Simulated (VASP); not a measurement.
# Ti4Se (Pm-3m) in VASP: further runs

Runs on Ti4Se. Level: PBE. Tasks: single point, relaxation of cell and atoms.

Everything below comes from runs of VASP 6.6.1. Logs are shortened: lines on timing, memory, paths and dates and some standing lists are left out, and cuts for length are marked.

## 1. The cell of the first run

The structure is cubic, space group Pm-3m (No. 221). The conventional cell has a = 4.434 Å, b = 4.434 Å, c = 4.434 Å, α = 90.00°, β = 90.00°, γ = 90.00°. Within 4.1 Å of Ti (site symmetry m-3m) lie 12 Ti at 3.14 Å and 8 Se at 3.84 Å. Ti (site symmetry 4/mmm) has 2 Se at 2.22 Å within 2.9 Å. Within 2.9 Å of Se (site symmetry m-3m) lie 6 Ti at 2.22 Å.

## 2. Single point, PBE, collinear spin, ferromagnetic start

INCAR

```
SYSTEM = Ti4Se
ALGO     = Normal         ! electronic algorithm
EDIFF    = 1E-6           ! SCF threshold, eV
ENCUT    = 520            ! plane-wave cutoff, eV
GGA      = PE             ! functional
ISIF     = 2              ! what is computed and relaxed
ISMEAR   = 0              ! smearing method
ISPIN    = 2              ! spin polarisation
LASPH    = .TRUE.         ! aspherical terms in the spheres
LCHARG   = .TRUE.         ! write CHGCAR
LELF     = .TRUE.         ! ELF
LMAXMIX  = 4              ! l up to which the mixer works
LORBIT   = 11             ! projections on sites
LREAL    = .FALSE.        ! projectors in reciprocal space
LVHAR    = .TRUE.       
LWAVE    = .FALSE.        ! write WAVECAR
MAGMOM   = -1 -1 -1 -1 0  ! initial moments
NBANDS   = 39             ! bands
NELM     = 150            ! most SCF steps
PREC     = Accurate       ! precision mode
SIGMA    = 0.1            ! smearing width, eV
```

KPOINTS

```
k-points
0
G
  4 4 4
  0 0 0
```

POSCAR

```
Ti4Se
1.0
    4.4338296600      0.0000000000      0.0000000000
    0.0000000000      4.4338296600      0.0000000000
    0.0000000000      0.0000000000      4.4338296600
Ti Se
4 1
Direct
    0.0000000000      0.0000000000      0.0000000000
    0.5000000000      0.5000000000      0.0000000000
    0.5000000000      0.0000000000      0.5000000000
    0.0000000000      0.5000000000      0.5000000000
    0.5000000000      0.5000000000      0.5000000000
```

Potentials or basis: VASP PAW PBE potentials, release 64 (Ti_sv, Se).

Command:

```bash
cat potpaw_PBE.64/Ti_sv/POTCAR potpaw_PBE.64/Se/POTCAR > POTCAR
mpirun -np 1 vasp_std > vasp.out
```

OUTCAR:

```text
SYSTEM = Ti4Se
   EDIFF = 1E-6
   ENCUT = 520
   GGA = PE
   ISIF = 2
   ISMEAR = 0
   ISPIN = 2
   LASPH = .TRUE.
   LORBIT = 11
   LREAL = .FALSE.
   NELM = 150
   PREC = Accurate

 ion  position               nearest neighbor table
   1  0.000  0.000  0.000-
   2  0.500  0.500  0.000-   5 2.22   5 2.22
   3  0.500  0.000  0.500-   5 2.22   5 2.22
   4  0.000  0.500  0.500-   5 2.22   5 2.22
   5  0.500  0.500  0.500-   2 2.22   3 2.22   4 2.22   2 2.22   3 2.22   4 2.22

  LATTYP: Found a simple cubic cell.
 ALAT       =     4.4338296600

  Lattice vectors:

 A1 = (   4.4338296600,   0.0000000000,   0.0000000000)
 A2 = (   0.0000000000,   4.4338296600,   0.0000000000)
 A3 = (   0.0000000000,   0.0000000000,   4.4338296600)

Analysis of symmetry for initial positions (statically):
=====================================================================
 Subroutine PRICEL returns:
 Original cell was already a primitive cell.

 Routine SETGRP: Setting up the symmetry group for a
 simple cubic supercell.

 Subroutine GETGRP returns: Found 48 space group operations
 (whereof 48 operations were pure point group operations)
 out of a pool of 48 trial point group operations.

The static configuration has the point symmetry O_h .

Analysis of symmetry for dynamics (positions and initial velocities):
=====================================================================
 Subroutine PRICEL returns:
 Original cell was already a primitive cell.

 Routine SETGRP: Setting up the symmetry group for a
 simple cubic supercell.

 Subroutine GETGRP returns: Found 48 space group operations
 (whereof 48 operations were pure point group operations)
 out of a pool of 48 trial point group operations.

The dynamic configuration has the point symmetry O_h .

Analysis of structural, dynamic, and magnetic symmetry:
=====================================================================
 Subroutine PRICEL returns:
 Original cell was already a primitive cell.

 Routine SETGRP: Setting up the symmetry group for a
 simple cubic supercell.

 Subroutine GETGRP returns: Found 48 space group operations
 (whereof 48 operations were pure point group operations)
 out of a pool of 48 trial point group operations.

The overall configuration has the point symmetry O_h .

 Subroutine INISYM returns: Found 48 space group operations
 (whereof 48 operations are pure point group operations),
 and found     1 'primitive' translations

----------------------------------------------------------------------------------------

                                     Primitive cell

  volume of cell :      87.1640

  direct lattice vectors                    reciprocal lattice vectors
     4.433829660  0.000000000  0.000000000     0.225538660  0.000000000  0.000000000
     0.000000000  4.433829660  0.000000000     0.000000000  0.225538660  0.000000000
     0.000000000  0.000000000  4.433829660     0.000000000  0.000000000  0.225538660

  length of vectors
     4.433829660  4.433829660  4.433829660     0.225538660  0.225538660  0.225538660

  position of ions in fractional coordinates (direct lattice)
     0.000000000  0.000000000  0.000000000
     0.500000000  0.500000000  0.000000000
     0.500000000  0.000000000  0.500000000
     0.000000000  0.500000000  0.500000000
     0.500000000  0.500000000  0.500000000

  ion indices of the primitive-cell ions
   primitive index   ion index
                 1           1
                 2           2
                 3           3
                 4           4
                 5           5

----------------------------------------------------------------------------------------

 KPOINTS: k-points

Automatic generation of k-mesh.
 Grid dimensions read from file:
 generate k-points for:    4    4    4

 Generating k-lattice:

  Cartesian coordinates                     Fractional coordinates (reciprocal lattice)
     0.056384665  0.000000000  0.000000000     0.250000000  0.000000000  0.000000000
     0.000000000  0.056384665  0.000000000     0.000000000  0.250000000  0.000000000
     0.000000000  0.000000000  0.056384665     0.000000000  0.000000000  0.250000000

  Length of vectors
     0.056384665  0.056384665  0.056384665

  Shift w.r.t. Gamma in fractional coordinates (k-lattice)
     0.000000000  0.000000000  0.000000000

 Subroutine IBZKPT returns following result:
 ===========================================

 Found     10 irreducible k-points:

 Following reciprocal coordinates:
            Coordinates               Weight
  0.000000  0.000000  0.000000      1.000000
  0.250000  0.000000  0.000000      6.000000
  0.500000  0.000000  0.000000      3.000000
  0.250000  0.250000  0.000000     12.000000
  0.500000  0.250000  0.000000     12.000000
  0.500000  0.500000  0.000000      3.000000
  0.250000  0.250000  0.250000      8.000000
  0.500000  0.250000  0.250000     12.000000
  0.500000  0.500000  0.250000      6.000000
  0.500000  0.500000  0.500000      1.000000
   k-points           NKPTS =     10   k-points in BZ     NKDIM =     10   number of bands    NBANDS=     39
   number of dos      NEDOS =    301   number of ions     NIONS =      5
   total plane-waves  NPLWV =  46656
   dimension x,y,z NGX =    36 NGY =   36 NGZ =   36
   dimension x,y,z NGXF=    72 NGYF=   72 NGZF=   72
   ions per type =               4   1
   NGX,Y,Z   is equivalent  to a cutoff of  13.50, 13.50, 13.50 a.u.
   NGXF,Y,Z  is equivalent  to a cutoff of  27.00, 27.00, 27.00 a.u.
 SYSTEM =  Ti4Se
   PREC   = accura    normal or accurate (medium, high low for compatibility)
   ISTART =      0    job   : 0-new  1-cont  2-samecut
   ICHARG =      2    charge: 1-file 2-atom 10-const
   ISPIN  =      2    spin polarized calculation?
   LNONCOLLINEAR =      F non collinear calculations
   LSORBIT =      F    spin-orbit coupling
   LASPH  =      T    aspherical Exc in radial PAW
   ENCUT  =  520.0 eV  38.22 Ry    6.18 a.u.   8.24  8.24  8.24*2*pi/ulx,y,z
   NELM   =    150;   NELMIN=  2; NELMDL= -5     # of ELM steps
   EDIFF  = 0.1E-05   stopping-criterion for ELM
   LREAL  =      F    real-space projection
   EDIFFG = 0.1E-04   stopping-criterion for IOM
   NSW    =      0    number of steps for IOM
   IBRION =     -1    ionic relax: 0-MD 1-quasi-New 2-CG
   NFREE  =      0    steps in history (QN), initial steepest desc. (CG)
   ISIF   =      2    stress and relaxation
   ISYM   =      2    0-nonsym 1-usesym 2-fastsym
   POTIM  = 0.5000    time-step for ionic-motion
   TEBEG  =    0.0;   TEEND  =   0.0 temperature during run
   PSTRESS=    0.0 pullay stress
   NELECT =      54.0000    total number of electrons
   NUPDOWN=      -1.0000    fix difference up-down
   EMIN   =  10.00;   EMAX   =-10.00  energy-range for DOS
   EFERMI =   0.00;   METHOD = LEGACY
   ISMEAR =     0;   SIGMA  =   0.10  broadening in eV -4-tet -1-fermi 0-gaus
   EFERMI_NEDOS =   21; number of points for ismear=-14 and -15
   IALGO  =     38    algorithm
   IMIX   =      4    mixing-type and parameters
     AMIX     =   0.40;   BMIX     =  1.00
     AMIX_MAG =   1.60;   BMIX_MAG =  1.00
  volume/ion in A,a.u.               =      17.43       117.64
  Fermi-wavevector in a.u.,A,eV,Ry     =   1.395598  2.637298 26.499992  1.947694
  Thomas-Fermi vector in A             =   2.519034
   LORBIT       =     11    0 simple, 1 ext, 2 COOP (PROOUT), +10 PAW based schemes
   GGA     = PE    functional components
   LHFCALC =     F    Hartree Fock is set to
   AEXX    =    0.0000 exact exchange contribution
   IVDW    =     0    specifies the selected vdW correction
   LEPSILON=     F    determine dielectric tensor
   LRPA    =     F    only Hartree local field effects (RPA)
 spin polarized calculation
 Gauss-broadening in eV      SIGMA  =   0.10
  energy-cutoff  :      520.00
  volume of cell :       87.16
 maximum number of plane-waves:      2360
 NGX is ok and might be reduce to    36
   NGX = 17   NGY = 17   NGZ = 17

 number of electron      53.9999978 magnetization       0.0253741

 number of electron      53.9999979 magnetization      -0.0214342

 Free energy of the ion-electron system (eV)
  ---------------------------------------------------
  ext. energy  EPLUGINS =         0.00000000
  ---------------------------------------------------
  free energy    TOTEN  =       -33.62074088 eV

  energy without entropy =      -33.59310691  energy(sigma->0) =      -33.60692389

 E-fermi :   7.9561     XC(G=0): -11.3037

 val. band max:        7.9510588926   @ k =   0.2500   0.2500   0.0000
 cond. band min:       7.9596799740   @ k =   0.2500   0.2500   0.0000
 fundamental gap:      0.0086210814
 Fermi energy:         7.9561123723

 spin component 1

 k-point     1 :       0.0000    0.0000    0.0000
  band No.  band energies     occupation
      1     -49.1716      1.00000
      2     -48.7389      1.00000
      3     -48.6772      1.00000
      4     -48.6772      1.00000
      5     -25.4189      1.00000
      6     -25.4189      1.00000
[... 31 lines left out ...]
     38      10.9642      0.00000
     39      10.9660      0.00000

 k-point     2 :       0.2500    0.0000    0.0000
  band No.  band energies     occupation
      1     -49.1710      1.00000
      2     -48.7316      1.00000
      3     -48.6855      1.00000
      4     -48.6771      1.00000
      5     -25.4051      1.00000
      6     -25.4051      1.00000
[... 325 lines left out ...]
     38      11.0897      0.00000
     39      11.0897      0.00000

 k-point    10 :       0.5000    0.5000    0.5000
  band No.  band energies     occupation
      1     -49.1697      1.00000
      2     -48.6990      1.00000
      3     -48.6990      1.00000
      4     -48.6990      1.00000
      5     -25.6444      1.00000
      6     -25.4213      1.00000
[... 31 lines left out ...]
     38      10.7789      0.00000
     39      10.8163      0.00000
 Fermi energy:         7.9561123723

 spin component 2

 k-point     1 :       0.0000    0.0000    0.0000
  band No.  band energies     occupation
      1     -49.1849      1.00000
      2     -48.7391      1.00000
      3     -48.6774      1.00000
      4     -48.6774      1.00000
      5     -25.4299      1.00000
      6     -25.4299      1.00000
[... 31 lines left out ...]
     38      10.9548      0.00000
     39      10.9668      0.00000

 k-point     2 :       0.2500    0.0000    0.0000
  band No.  band energies     occupation
      1     -49.1843      1.00000
      2     -48.7318      1.00000
      3     -48.6857      1.00000
      4     -48.6773      1.00000
      5     -25.4170      1.00000
      6     -25.4170      1.00000
[... 325 lines left out ...]
     38      11.0900      0.00000
     39      11.0900      0.00000

 k-point    10 :       0.5000    0.5000    0.5000
  band No.  band energies     occupation
      1     -49.1831      1.00000
      2     -48.6992      1.00000
      3     -48.6992      1.00000
      4     -48.6992      1.00000
      5     -25.6441      1.00000
      6     -25.4336      1.00000
[... 31 lines left out ...]
     38      10.7796      0.00000
     39      10.8115      0.00000

------------------------ aborting loop because EDIFF is reached ----------------------------------------

  FORCE on cell =-STRESS in cart. coord.  units (eV):
  Direction    XX          YY          ZZ          XY          YZ          ZX
  --------------------------------------------------------------------------------------
  -------------------------------------------------------------------------------------
  Total       10.9467018     10.9467018     10.9467018      0.0000000      0.0000000     -0.0000000
  in kB      201.2133807    201.2133807    201.2133807      0.0000000      0.0000000     -0.0000000
  external PRESSURE =     201.2133807 kB  Pullay stress =       0.0000000 kB

 VOLUME and BASIS-vectors are now :
 -----------------------------------------------------------------------------
  energy-cutoff  :      520.00
  volume of cell :       87.16
      direct lattice vectors                 reciprocal lattice vectors
     4.433829660  0.000000000  0.000000000     0.225538660  0.000000000  0.000000000
     0.000000000  4.433829660  0.000000000     0.000000000  0.225538660  0.000000000
     0.000000000  0.000000000  4.433829660     0.000000000  0.000000000  0.225538660

 POSITION                                       TOTAL-FORCE (eV/Angst)
 -----------------------------------------------------------------------------------
      0.00000      0.00000      0.00000         0.000000      0.000000      0.000000
      2.21691      2.21691      0.00000         0.000000      0.000000      0.000000
      2.21691      0.00000      2.21691         0.000000      0.000000      0.000000
      0.00000      2.21691      2.21691         0.000000      0.000000      0.000000
      2.21691      2.21691      2.21691         0.000000      0.000000      0.000000
 -----------------------------------------------------------------------------------
    total drift:                                0.000000      0.000000      0.000000

  FREE ENERGIE OF THE ION-ELECTRON SYSTEM (eV)
  ---------------------------------------------------
  free  energy   TOTEN  =       -33.6207408759 eV

  energy  without entropy=      -33.5931069093  energy(sigma->0) =      -33.60692389

 total charge

# of ion       s       p       d       tot
------------------------------------------
    1        2.197   6.096   1.722  10.014
    2        2.196   6.181   2.048  10.424
    3        2.196   6.181   2.048  10.424
    4        2.196   6.181   2.048  10.424
    5        1.472   2.735   0.256   4.463
--------------------------------------------------
tot         10.257  27.373   8.121  45.750

 magnetization (x)

# of ion       s       p       d       tot
------------------------------------------
    1       -0.000  -0.000  -0.013  -0.014
    2       -0.000  -0.000  -0.000  -0.001
    3       -0.000  -0.000  -0.000  -0.001
    4       -0.000  -0.000  -0.000  -0.001
    5       -0.000  -0.000   0.000   0.000
--------------------------------------------------
tot         -0.000  -0.001  -0.014  -0.015
```

It took 59 s on 1 thread of Intel Xeon Platinum 8488C (Sapphire Rapids), shared host; peak memory 0.26 GiB.

What came out:

| Quantity | Value |
| --- | --- |
| Free energy | -33.6207 eV |
| Pressure | 20.1 GPa |
| Band gap on the k mesh | zero (filled and empty bands overlap) |
| Net moment | -0.02 μB per cell |
| Valence electrons inside the program's atomic spheres | Ti 10.01, 10.42; Se 4.46 |

(Part 1 of 3 ends here.)
